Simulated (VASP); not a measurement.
Wanted: the native input for a VASP 6.6.1 run.

* Task: single point
* Functional: PBE
* Potentials or basis: VASP PAW PBE potentials, release 64 (Be, N)
* Cutoff: 520 eV
* k mesh: 10 × 10 × 10
* Occupations: gaussian, width 0.1 eV
* Spin: no spin polarisation
* Dipole correction: no
* Further INCAR settings: ALGO = Normal; EDIFF = 1e-07; NBANDS = 18

The structure of Be6N lies in POSCAR:

```
Be6N
1.0
    4.1226506622      0.0000000000      0.0000000000
    0.0000000000      4.1226506622      0.0000000000
    0.0000000000      0.0000000000      4.1226506622
Be N
6 1
Direct
    0.5000000000      0.0000000000      0.0000000000
    0.0000000000      0.5000000000      0.0000000000
    0.0000000000      0.0000000000      0.5000000000
    0.0000000000      0.5000000000      0.5000000000
    0.5000000000      0.0000000000      0.5000000000
    0.5000000000      0.5000000000      0.0000000000
    0.5000000000      0.5000000000      0.5000000000
```

The cell was generated, and may not be a known phase.

These files were run (other wordings do the same):

INCAR

```
  PREC = Accurate
  ENCUT = 520
  EDIFF = 1E-7
  ISMEAR = 0
  SIGMA = 0.1
  LREAL = F
  LASPH = T
  NELM = 60
  ALGO = Normal
  ISIF = 2
  LWAVE = F
  LCHARG = F
  GGA = PE
  NBANDS = 18
```

KPOINTS

```
regular mesh
0
Gamma
  10 10 10
```

Potentials or basis: VASP PAW PBE potentials, release 64 (Be, N).

Command:

```sh
$ cat potpaw_PBE.64/Be/POTCAR potpaw_PBE.64/N/POTCAR > POTCAR
$ mpirun -np 1 vasp_std > vasp.out
```

Results of the run:

* Pressure: 0.1 GPa
* Band gap on the k mesh: zero (an odd number of electrons rules out a gap without spin polarisation)

Run time: 24 s on 1 thread of Intel(R) Xeon(R) 6975P-C (Granite Rapids), with other jobs on the host, peak memory 0.2 GiB.
